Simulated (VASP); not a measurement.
Ta4O:

```
CELL_PARAMETERS angstrom
4.39405 0.00000 0.00000
0.00000 4.39405 0.00000
0.00000 0.00000 4.39405
ATOMIC_POSITIONS crystal
Ta 0.26374 0.73626 0.26374
Ta 0.73626 0.26374 0.26374
Ta 0.73626 0.73626 0.73626
Ta 0.26374 0.26374 0.73626
O 0.00000 0.00000 0.00000
```

Base run:

- Program: VASP 6.6.1
- Functional: PBE
- Potentials or basis: VASP PAW PBE potentials, release 64 (Ta_sv_GW, O)
- Cutoff: 600 eV
- k mesh: 8 × 8 × 8
- Occupations: gaussian, width 0.1 eV
- Spin: no spin polarisation

Its results: band gap on the k mesh zero (band 29 reaches 11.32 eV, above the bottom of band 30 at 9.14 eV); pressure -0.2 GPa; largest force 0.048 eV/Å.

Question: The run is repeated on the same cell with these changes: potentials or basis from VASP PAW PBE potentials, release 64 (Ta_sv_GW, O) to VASP PAW PBE potentials, release 64 (Ta_pv, O); cutoff from 600 eV to 520 eV; further incar settings from ALGO = Normal; EDIFF = 1e-06; NBANDS = 37 to ALGO = Normal; EDIFF = 1e-06; NBANDS = 33; valence electrons from 58 to 50. What comes out?

Answer: Band gap on the k mesh zero (band 25 reaches 7.05 eV, above the bottom of band 26 at 4.87 eV); pressure 0.2 GPa; largest force 0.063 eV/Å.

Caveats: spin-orbit coupling is left out, which moves the levels of the heavy elements.
